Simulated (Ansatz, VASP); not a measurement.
**Two plane-wave programs on HCl**

```
CELL_PARAMETERS angstrom
0.00000 2.22838 2.22838
2.22838 0.00000 2.22838
2.22838 2.22838 0.00000
ATOMIC_POSITIONS crystal
H 0.00000 0.00000 0.00000
Cl 0.50000 0.50000 0.50000
```

Alike in both runs: task relaxation of cell and atoms; functional PBEsol; k mesh 16 × 16 × 16; occupations gaussian, width 0.1 eV; no spin polarisation.

|  | VASP | Ansatz |
| --- | --- | --- |
| version | VASP 6.6.1 | Ansatz 0.2.0 |
| potentials or method | VASP PAW PBE potentials, release 64 (H, Cl), cutoff 600 eV | scalar-relativistic, plane waves, PAW |
| valence electrons in the cell | 8 | 8 |

|  | VASP | Ansatz | Ansatz less VASP |
| --- | --- | --- | --- |
| gap on the k mesh at the Fermi level, each at its own relaxed structure (eV) | none | none | - |
| relaxed volume (Å³/atom) | 10.96 | 10.96 | +0.007 |
| relaxed cell length with the largest relative difference (Å) | 3.141 | 3.142 | +0.0007 |

VASP's potentials were made for PBE, not for PBEsol. A gap of «none» marks a metal or a gap that the smearing closes.
